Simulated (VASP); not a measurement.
# Mg3Te2 (P4/mmm) in VASP: further runs

The runs below take Mg3Te2 through single point, relaxation of cell and atoms, with PBE.

All numbers are computed with VASP 6.6.1; they aren't measurements. Logs are shortened: lines on timing, memory, paths and dates and some standing lists are left out, and cuts for length are marked.

## Step 1: The cell of the first run

It takes space group P4/mmm (No. 123, tetragonal). Conventional cell: a = 4.003 Å, b = 4.003 Å, c = 8.003 Å, α = 90.00°, β = 90.00°, γ = 90.00°. Within 2.3 Å of Mg (site symmetry 4mm) lie 1 Te at 1.72 Å and 1 Mg at 2.29 Å. Mg (site symmetry 4/mmm) has 2 Mg at 2.29 Å within 3.0 Å. Te (site symmetry 4/mmm) has 2 Mg at 1.72 Å within 2.3 Å. Within 3.7 Å of Te (site symmetry 4/mmm) lie 4 Te at 2.83 Å and 8 Mg at 3.31 Å.

The cell was built from a structure type or drawn by symmetry, and may not be a known phase.

## Step 2: Single point, PBE

INCAR reads:

```
SYSTEM = Mg3Te2
ALGO     = Normal         ! electronic algorithm
EDIFF    = 1E-6           ! SCF threshold, eV
ENCUT    = 520            ! plane-wave cutoff, eV
GGA      = PE             ! functional
ISIF     = 2              ! what is computed and relaxed
ISMEAR   = 0              ! smearing method
LASPH    = .True.         ! aspherical terms in the spheres
LCHARG   = .False.        ! write CHGCAR
LREAL    = .False.        ! projectors in reciprocal space
LWAVE    = .False.        ! write WAVECAR
NBANDS   = 17             ! bands
NELM     = 100            ! most SCF steps
PREC     = Accurate       ! precision mode
SIGMA    = 0.1            ! smearing width, eV
```

KPOINTS reads:

```
k-points
0
Gamma
  4 4 2
  0 0 0
```

POSCAR reads:

```
Mg3Te2
1.0
    4.0032313200      0.0000000000      0.0000000000
    0.0000000000      4.0032313200      0.0000000000
    0.0000000000      0.0000000000      8.0032707700
Mg Te
3 2
Direct
    0.5000000000      0.5000000000      0.2144914200
    0.5000000000      0.5000000000      0.7855085800
    0.5000000000      0.5000000000      0.5000000000
    0.5000000000      0.5000000000      0.0000000000
    0.0000000000      0.0000000000      0.0000000000
```

Potentials or basis: VASP PAW PBE potentials, release 64 (Mg, Te).

Launch:

```bash
> cat potpaw_PBE.64/Mg/POTCAR potpaw_PBE.64/Te/POTCAR > POTCAR
> mpirun -np 1 vasp_std > vasp.out
```

OUTCAR:

```text
SYSTEM = Mg3Te2
   EDIFF = 1E-6
   ENCUT = 520
   GGA = PE
   ISIF = 2
   ISMEAR = 0
   LASPH = .True.
   LREAL = .False.
   NELM = 100
   PREC = Accurate

 ion  position               nearest neighbor table
   1  0.500  0.500  0.214-   4 1.72   3 2.29   5 3.31   5 3.31   5 3.31   5 3.31   2 3.43
   2  0.500  0.500  0.786-   4 1.72   3 2.29   5 3.31   5 3.31   5 3.31   5 3.31   1 3.43
   3  0.500  0.500  0.500-   1 2.29   2 2.29
   4  0.500  0.500  0.000-   1 1.72   2 1.72   5 2.83   5 2.83   5 2.83   5 2.83
   5  0.000  0.000  0.000-   4 2.83   4 2.83   4 2.83   4 2.83   2 3.31   2 3.31   1 3.31   2 3.31
                             1 3.31   1 3.31   2 3.31   1 3.31

 -----------------------------------------------------------------------------
|                                                                             |
|           W    W    AA    RRRRR   N    N  II  N    N   GGGG   !!!           |
|           W    W   A  A   R    R  NN   N  II  NN   N  G    G  !!!           |
|           W    W  A    A  R    R  N N  N  II  N N  N  G       !!!           |
|           W WW W  AAAAAA  RRRRR   N  N N  II  N  N N  G  GGG   !            |
|           WW  WW  A    A  R   R   N   NN  II  N   NN  G    G                |
|           W    W  A    A  R    R  N    N  II  N    N   GGGG   !!!           |
|                                                                             |
|     The distance between some ions is very small. Please check the          |
|     nearest-neighbor list in the OUTCAR file.                               |
|     I HOPE YOU KNOW WHAT YOU ARE DOING!                                     |
|                                                                             |
 -----------------------------------------------------------------------------

  LATTYP: Found a simple tetragonal cell.
 ALAT       =     4.0032313200
 C/A-ratio  =     1.9992026766

  Lattice vectors:

 A1 = (   4.0032313200,   0.0000000000,   0.0000000000)
 A2 = (   0.0000000000,   4.0032313200,   0.0000000000)
 A3 = (   0.0000000000,   0.0000000000,   8.0032707700)

Analysis of symmetry for initial positions (statically):
=====================================================================
 Subroutine PRICEL returns:
 Original cell was already a primitive cell.

 Routine SETGRP: Setting up the symmetry group for a
 simple tetragonal supercell.

 Subroutine GETGRP returns: Found 16 space group operations
 (whereof 16 operations were pure point group operations)
 out of a pool of 16 trial point group operations.

The static configuration has the point symmetry D_4h.

Analysis of symmetry for dynamics (positions and initial velocities):
=====================================================================
 Subroutine PRICEL returns:
 Original cell was already a primitive cell.

 Routine SETGRP: Setting up the symmetry group for a
 simple tetragonal supercell.

 Subroutine GETGRP returns: Found 16 space group operations
 (whereof 16 operations were pure point group operations)
 out of a pool of 16 trial point group operations.

The dynamic configuration has the point symmetry D_4h.

 Subroutine INISYM returns: Found 16 space group operations
 (whereof 16 operations are pure point group operations),
 and found     1 'primitive' translations

----------------------------------------------------------------------------------------

                                     Primitive cell

  volume of cell :     128.2593

  direct lattice vectors                    reciprocal lattice vectors
     4.003231320  0.000000000  0.000000000     0.249798206  0.000000000  0.000000000
     0.000000000  4.003231320  0.000000000     0.000000000  0.249798206  0.000000000
     0.000000000  0.000000000  8.003270770     0.000000000  0.000000000  0.124948915

  length of vectors
     4.003231320  4.003231320  8.003270770     0.249798206  0.249798206  0.124948915

  position of ions in fractional coordinates (direct lattice)
     0.500000000  0.500000000  0.214491420
     0.500000000  0.500000000  0.785508580
     0.500000000  0.500000000  0.500000000
     0.500000000  0.500000000  0.000000000
     0.000000000  0.000000000  0.000000000

  ion indices of the primitive-cell ions
   primitive index   ion index
                 1           1
                 2           2
                 3           3
                 4           4
                 5           5

----------------------------------------------------------------------------------------

 KPOINTS: k-points

Automatic generation of k-mesh.
 Grid dimensions read from file:
 generate k-points for:    4    4    2

 Generating k-lattice:

  Cartesian coordinates                     Fractional coordinates (reciprocal lattice)
     0.062449551  0.000000000  0.000000000     0.250000000  0.000000000  0.000000000
     0.000000000  0.062449551  0.000000000     0.000000000  0.250000000  0.000000000
     0.000000000  0.000000000  0.062474458     0.000000000  0.000000000  0.500000000

  Length of vectors
     0.062449551  0.062449551  0.062474458

  Shift w.r.t. Gamma in fractional coordinates (k-lattice)
     0.000000000  0.000000000  0.000000000

 Subroutine IBZKPT returns following result:
 ===========================================

 Found     12 irreducible k-points:

 Following reciprocal coordinates:
            Coordinates               Weight
  0.000000  0.000000  0.000000      1.000000
  0.250000  0.000000  0.000000      4.000000
  0.500000  0.000000  0.000000      2.000000
  0.250000  0.250000  0.000000      4.000000
  0.500000  0.250000  0.000000      4.000000
  0.500000  0.500000  0.000000      1.000000
  0.000000  0.000000  0.500000      1.000000
  0.250000  0.000000  0.500000      4.000000
  0.500000  0.000000  0.500000      2.000000
  0.250000  0.250000  0.500000      4.000000
  0.500000  0.250000  0.500000      4.000000
  0.500000  0.500000  0.500000      1.000000
   k-points           NKPTS =     12   k-points in BZ     NKDIM =     12   number of bands    NBANDS=     17
   number of dos      NEDOS =    301   number of ions     NIONS =      5
   total plane-waves  NPLWV =  54000
   dimension x,y,z NGX =    30 NGY =   30 NGZ =   60
   dimension x,y,z NGXF=    60 NGYF=   60 NGZF=  120
   ions per type =               3   2
   NGX,Y,Z   is equivalent  to a cutoff of  12.46, 12.46, 12.46 a.u.
   NGXF,Y,Z  is equivalent  to a cutoff of  24.92, 24.92, 24.93 a.u.
 SYSTEM =  Mg3Te2
   PREC   = accura    normal or accurate (medium, high low for compatibility)
   ISTART =      0    job   : 0-new  1-cont  2-samecut
   ICHARG =      2    charge: 1-file 2-atom 10-const
   ISPIN  =      1    spin polarized calculation?
   LNONCOLLINEAR =      F non collinear calculations
   LSORBIT =      F    spin-orbit coupling
   LASPH  =      T    aspherical Exc in radial PAW
   ENCUT  =  520.0 eV  38.22 Ry    6.18 a.u.   7.44  7.44 14.88*2*pi/ulx,y,z
   NELM   =    100;   NELMIN=  2; NELMDL= -5     # of ELM steps
   EDIFF  = 0.1E-05   stopping-criterion for ELM
   LREAL  =      F    real-space projection
   EDIFFG = 0.1E-04   stopping-criterion for IOM
   NSW    =      0    number of steps for IOM
   IBRION =     -1    ionic relax: 0-MD 1-quasi-New 2-CG
   NFREE  =      0    steps in history (QN), initial steepest desc. (CG)
   ISIF   =      2    stress and relaxation
   ISYM   =      2    0-nonsym 1-usesym 2-fastsym
   POTIM  = 0.5000    time-step for ionic-motion
   TEBEG  =    0.0;   TEEND  =   0.0 temperature during run
   PSTRESS=    0.0 pullay stress
   NELECT =      18.0000    total number of electrons
   NUPDOWN=      -1.0000    fix difference up-down
   EMIN   =  10.00;   EMAX   =-10.00  energy-range for DOS
   EFERMI =   0.00;   METHOD = LEGACY
   ISMEAR =     0;   SIGMA  =   0.10  broadening in eV -4-tet -1-fermi 0-gaus
   EFERMI_NEDOS =   21; number of points for ismear=-14 and -15
   IALGO  =     38    algorithm
   IMIX   =      4    mixing-type and parameters
     AMIX     =   0.40;   BMIX     =  1.00
     AMIX_MAG =   1.60;   BMIX_MAG =  1.00
  volume/ion in A,a.u.               =      25.65       173.11
  Fermi-wavevector in a.u.,A,eV,Ry     =   0.850751  1.607687  9.847598  0.723778
  Thomas-Fermi vector in A             =   1.966778
   LORBIT       =      0    0 simple, 1 ext, 2 COOP (PROOUT), +10 PAW based schemes
   GGA     = PE    functional components
   LHFCALC =     F    Hartree Fock is set to
   AEXX    =    0.0000 exact exchange contribution
   IVDW    =     0    specifies the selected vdW correction
   LEPSILON=     F    determine dielectric tensor
   LRPA    =     F    only Hartree local field effects (RPA)
 non-spin polarized calculation
 Gauss-broadening in eV      SIGMA  =   0.10
  energy-cutoff  :      520.00
  volume of cell :      128.26
 maximum number of plane-waves:      3494
 NGX is ok and might be reduce to    30
   NGX = 15   NGY = 15   NGZ = 29

 number of electron      18.0000002 magnetization

 Free energy of the ion-electron system (eV)
  ---------------------------------------------------
  ext. energy  EPLUGINS =         0.00000000
  ---------------------------------------------------
  free energy    TOTEN  =        13.84407851 eV

  energy without entropy =       13.86661682  energy(sigma->0) =       13.85534767

 E-fermi :   5.2239     XC(G=0):  -8.6358

 val. band max:        5.1845536514   @ k =   0.5000   0.2500   0.5000
 cond. band min:       5.2343979681   @ k =   0.2500   0.0000   0.5000
 fundamental gap:      0.0498443167
 Fermi energy:         5.2239353478

 k-point     1 :       0.0000    0.0000    0.0000
  band No.  band energies     occupation
      1     -11.1828      2.00000
      2      -3.9599      2.00000
      3      -2.0814      2.00000
      4      -1.4077      2.00000
      5      -1.4077      2.00000
      6       0.7388      2.00000
[... 9 lines left out ...]
     16       9.2436      0.00000
     17       9.7388      0.00000
[... 201 lines left out ...]
 k-point    12 :       0.5000    0.5000    0.5000
  band No.  band energies     occupation
      1      -8.7667      2.00000
      2      -6.7988      2.00000
      3      -3.7541      2.00000
      4      -3.7541      2.00000
      5       0.2189      2.00000
      6       2.2421      2.00000
[... 9 lines left out ...]
     16       9.4370      0.00000
     17       9.4370      0.00000

------------------------ aborting loop because EDIFF is reached ----------------------------------------

  FORCE on cell =-STRESS in cart. coord.  units (eV):
  Direction    XX          YY          ZZ          XY          YZ          ZX
  --------------------------------------------------------------------------------------
  -------------------------------------------------------------------------------------
  Total       13.3739121     13.3739121    131.3768481      0.0000000     -0.0000000      0.0000000
  in kB      167.0629576    167.0629576   1641.1207581      0.0000000     -0.0000000      0.0000000
  external PRESSURE =     658.4155578 kB  Pullay stress =       0.0000000 kB

 VOLUME and BASIS-vectors are now :
 -----------------------------------------------------------------------------
  energy-cutoff  :      520.00
  volume of cell :      128.26
      direct lattice vectors                 reciprocal lattice vectors
     4.003231320  0.000000000  0.000000000     0.249798206  0.000000000  0.000000000
     0.000000000  4.003231320  0.000000000     0.000000000  0.249798206  0.000000000
     0.000000000  0.000000000  8.003270770     0.000000000  0.000000000  0.124948915

 POSITION                                       TOTAL-FORCE (eV/Angst)
 -----------------------------------------------------------------------------------
      2.00162      2.00162      1.71663         0.000000     -0.000000     29.889791
      2.00162      2.00162      6.28664        -0.000000      0.000000    -29.889791
      2.00162      2.00162      4.00164        -0.000000      0.000000      0.000000
      2.00162      2.00162      0.00000        -0.000000      0.000000      0.000000
      0.00000      0.00000      0.00000        -0.000000      0.000000      0.000000
 -----------------------------------------------------------------------------------
    total drift:                               -0.000000      0.000000      0.000000

  FREE ENERGIE OF THE ION-ELECTRON SYSTEM (eV)
  ---------------------------------------------------
  free  energy   TOTEN  =        13.8440785096 eV

  energy  without entropy=       13.8666168205  energy(sigma->0) =       13.85534767
```

Wall time 23 s (1 thread of Intel Xeon 6975P-C (Granite Rapids), shared host); peak memory 0.23 GiB.

Results:

* Free energy: 13.8441 eV
* Pressure: 65.8 GPa
* Largest force: 29.890 eV/Å
* Band gap on the k mesh: zero (bands 9 and 10 overlap by 1.35 eV)

Forces in eV/Å, atoms in the order of the input:
```
Mg    0.000   0.000  29.890
Mg    0.000   0.000 -29.890
Mg    0.000   0.000   0.000
Te    0.000   0.000   0.000
Te    0.000   0.000   0.000
```

Stress tensor (GPa, compression positive):
```
 16.71   0.00   0.00
  0.00  16.71   0.00
  0.00   0.00 164.11
```

Levels at points of the mesh, in eV from the Fermi level:
| k point | band 5 | band 6 | band 7 | band 8 | band 9 | band 10 | band 11 | band 12 | band 13 | band 14 |
| --- | --- | --- | --- | --- | --- | --- | --- | --- | --- | --- |
| (0.00, 0.00, 0.00) | -6.63 | -4.49 | -0.74 | -0.44 | 0.34 | 1.86 | 1.86 | 2.11 | 2.88 | 2.88 |
| (0.50, 0.00, 0.00) | -4.18 | -3.13 | -3.11 | -3.04 | -2.22 | -0.96 | 0.37 | 2.68 | 3.99 | 4.09 |
| (0.50, 0.50, 0.00) | -4.91 | -2.96 | -1.66 | -0.47 | -0.47 | 0.30 | 0.30 | 1.39 | 2.69 | 4.19 |
| (0.00, 0.00, 0.50) | -6.63 | -3.53 | -2.36 | -0.63 | 0.35 | 1.86 | 1.86 | 2.58 | 2.58 | 3.99 |
| (0.50, 0.00, 0.50) | -4.26 | -3.10 | -3.04 | -2.34 | -2.22 | -0.86 | -0.11 | 0.97 | 3.70 | 4.38 |
| (0.50, 0.50, 0.50) | -5.01 | -2.98 | -1.00 | -0.93 | -0.93 | 0.41 | 2.16 | 2.16 | 2.27 | 2.27 |

Caveat: the k points lie up to 0.39 Å⁻¹ apart, too coarse for converged energies and pressures of a metal; atoms lie so close that the PAW spheres overlap strongly, which falsifies energies and pressures; spin-orbit coupling is left out, which moves the levels of the heavy elements; forces of over 1 eV/Å act on the atoms, so gaps and moduli don't describe the material at rest.

(Continued in part 2 of 3.)
